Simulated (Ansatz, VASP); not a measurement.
# Two plane-wave programs on CeRh3Au2

```
Rh Ce Au
1.0
     5.59725    0.00000    0.00000
    -2.79862    4.84736    0.00000
     0.00000    0.00000    4.32506
Rh Ce Au
3 1 2
Cartesian
  2.7986 0.0000 2.1625
  1.3993 2.4237 2.1625
  -1.3993 2.4237 2.1625
  0.0000 0.0000 0.0000
  -0.0003 3.2317 0.0000
  2.7983 1.6156 0.0000
```

Alike in both runs: task single point; functional r2SCAN; k mesh 4 × 4 × 4; occupations fermi-dirac, width 0.0749 eV; no spin polarisation.

|  | VASP | Ansatz |
| --- | --- | --- |
| version | VASP 6.6.1 | Ansatz 0.2.0 |
| potentials or method | VASP PAW PBE potentials, release 64 (Rh_pv, Ce, Au), cutoff 520 eV | PAW plane waves |
| valence electrons in the cell | 79 | 101 |

```tsv
	VASP	Ansatz	Ansatz less VASP
gap on the k mesh at the Fermi level (eV)	none	none	-
pressure (GPa)	-9.0	-9.2	-0.24
traceless stress, the component that is largest in VASP (GPa)	4.90	4.81	-0.089
```

VASP's potentials were made for PBE, not for r2SCAN. A gap of «none» marks a metal or a gap that the smearing closes. The functional is the same, so the differences come from potentials, cutoffs and numerics. VASP's potentials hold 79 valence electrons a cell and Ansatz's 101, so a difference there can come from the potentials and not from the codes. Ansatz's warnings: structure snapped to symmetry.

The k mesh is coarse, so the values compare programs but aren't converged. Spin-orbit coupling is off throughout.
